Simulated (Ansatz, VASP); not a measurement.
# One calculation of Ga4AsN3, two programs

```
Ga As N
1.0
     4.64926    0.00000    0.00000
     0.00000    4.64926    0.00000
     0.00000    0.00000    4.64926
Ga As N
4 1 3
Direct
  0.00000 0.50000 0.00000
  0.50000 0.50000 0.50000
  0.00000 0.00000 0.50000
  0.50000 0.00000 0.00000
  0.00000 0.00000 0.00000
  0.50000 0.00000 0.50000
  0.50000 0.50000 0.00000
  0.00000 0.50000 0.50000
```

Alike in both runs: functional PBE; k mesh 8 × 8 × 8; occupations gaussian, width 0.1 eV; no spin polarisation.

Ansatz relaxed the structure, and its values are those at the end. VASP's run is a single point on that final structure, the one shown.

```csv
,VASP,Ansatz
version,VASP 6.6.1,Ansatz 0.2.0
potentials or method,"VASP PAW PBE potentials, release 64 (Ga_d, As, N), cutoff 520 eV","scalar-relativistic, plane waves, PAW"
valence electrons in the cell,72,82
```

```tsv
	VASP	Ansatz	Ansatz less VASP
gap on the k mesh at the Fermi level (eV)	none	none	-
pressure (GPa)	0.4	0.0	-0.41
```

A gap of «none» marks a metal or a gap that the smearing closes. VASP's potentials hold 72 valence electrons a cell and Ansatz's 82, so a difference there can come from the potentials and not from the codes.
